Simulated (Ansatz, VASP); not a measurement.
# Two plane-wave programs on Li2Se

The input POSCAR:

```
Li2Se
1.0
    0.0000000000      2.9934588652      2.9934588652
    2.9934588652      0.0000000000      2.9934588652
    2.9934588652      2.9934588652      0.0000000000
Li Se
2 1
Direct
    0.2500000000      0.2500000000      0.2500000000
    0.7500000000      0.7500000000      0.7500000000
    0.0000000000      0.0000000000      0.0000000000
```

Contents of INCAR.step1:

```
SYSTEM = Li2Se
PREC     = Accurate       ! precision mode
ENCUT    = 830            ! plane-wave cutoff, eV
ISMEAR   = 0              ! smearing method
SIGMA    = 0.01           ! smearing width, eV
LREAL    = .False.        ! projectors in reciprocal space
LASPH    = .True.         ! aspherical terms in the spheres
NELM     = 120            ! most SCF steps
NBANDS   = 13             ! bands
GGA      = PE             ! functional
ALGO     = Normal         ! electronic algorithm
EDIFF    = 1E-5           ! SCF threshold, eV
LWAVE    = .True.         ! write WAVECAR
LCHARG   = .False.        ! write CHGCAR
GGA_COMPAT= .False.
```

File INCAR.step2:

```
SYSTEM = Li2Se
PREC     = Accurate       ! precision mode
ENCUT    = 830            ! plane-wave cutoff, eV
EDIFF    = 1E-6           ! SCF threshold, eV
ISMEAR   = 0              ! smearing method
SIGMA    = 0.01           ! smearing width, eV
LREAL    = .False.        ! projectors in reciprocal space
LASPH    = .True.         ! aspherical terms in the spheres
NELM     = 120            ! most SCF steps
ALGO     = Normal         ! electronic algorithm
ISIF     = 2              ! what is computed and relaxed
LWAVE    = .False.        ! write WAVECAR
LCHARG   = .True.         ! write CHGCAR
METAGGA  = R2SCAN         ! meta-GGA
LMIXTAU  = .True.       
LELF     = .True.         ! ELF
LVHAR    = .True.       
NBANDS   = 13             ! bands
ISTART   = 1            
GGA_COMPAT= .False.
```

File KPOINTS:

```
regular mesh
0
Gamma
  8 8 8
  0 0 0
```

Input for Ansatz:

```yaml
crystal:
  lattice:
    - [0.0, 2.9934588652, 2.9934588652]
    - [2.9934588652, 0.0, 2.9934588652]
    - [2.9934588652, 2.9934588652, 0.0]
  atoms:
    - { symbol: Li, position: [0.25, 0.25, 0.25] }
    - { symbol: Li, position: [0.75, 0.75, 0.75] }
    - { symbol: Se, position: [0.0, 0.0, 0.0] }
kpoints:
  mp_grid: { grid: [8, 8, 8] }
  band_path:
    path:
      - [0.0, 0.0, 0.0]
      - [0.5, 0.0, 0.5]
      - [0.625, 0.25, 0.625]
      - [0.375, 0.375, 0.75]
      - [0.5, 0.5, 0.5]
      - [0.5, 0.25, 0.75]
      - [0.0, 0.5, 0.5]
    npoints: 1
hamiltonian:
  xc: r2scan
scf:
  occupations: { method: fixed }
  n_extra_bands: 4
output:
  forces: true
  stress: true
  eigenvalues: true
```

Alike in both runs: task single point; functional r2SCAN; k mesh 8 × 8 × 8; no spin polarisation.

|  | VASP | Ansatz |
| --- | --- | --- |
| version | VASP 6.6.1 | Ansatz 0.2.0 |
| potentials or method | VASP PAW PBE potentials, release 64 (Li_sv, Se) | plane waves, PAW |
| plane-wave cutoff (eV) | 830 | 500 |
| occupations | gaussian, width 0.01 eV | fixed |
| valence electrons in the cell | 12 | 22 |

```tsv
	VASP	Ansatz	Ansatz less VASP
gap on the k mesh at the Fermi level (eV)	3.46	3.48	+0.021
pressure (GPa)	-0.2	0.0	+0.13
```

VASP's potentials were made for PBE, not for r2SCAN. VASP's potentials hold 12 valence electrons a cell and Ansatz's 22, so a difference there can come from the potentials and not from the codes.
